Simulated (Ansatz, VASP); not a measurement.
# One calculation of SiC, two programs

```xyz
2
Lattice="0.0000 3.9136 2.6783 1.5510 0.0000 2.6783 1.5510 3.9136 0.0000" Properties=species:S:1:pos:R:3 pbc="T T T"
Si    1.5510    3.9136    3.5726
C     1.5510    3.9136    1.7840
```

Alike in both runs: functional PBE; k mesh 10 × 10 × 10; occupations gaussian, width 0.02 eV; no spin polarisation.

Ansatz relaxed the structure, and its values are those at the end. VASP's run is a single point on that final structure, the one shown.

```csv
,VASP,Ansatz
version,VASP 6.6.1,Ansatz 0.2.0
potentials or method,"VASP PAW PBE potentials, release 64 (Si, C), cutoff 520 eV","scalar-relativistic, plane waves, PAW"
valence electrons in the cell,8,8
```

|  | VASP | Ansatz | Ansatz less VASP |
| --- | --- | --- | --- |
| gap on the k mesh at the Fermi level (eV) | 1.44 | 1.44 | +0.008 |
| least direct gap on the mesh (eV) | 2.45 | 2.46 | +0.010 |
| pressure (GPa) | 0.0 | 0.0 | +0.07 |
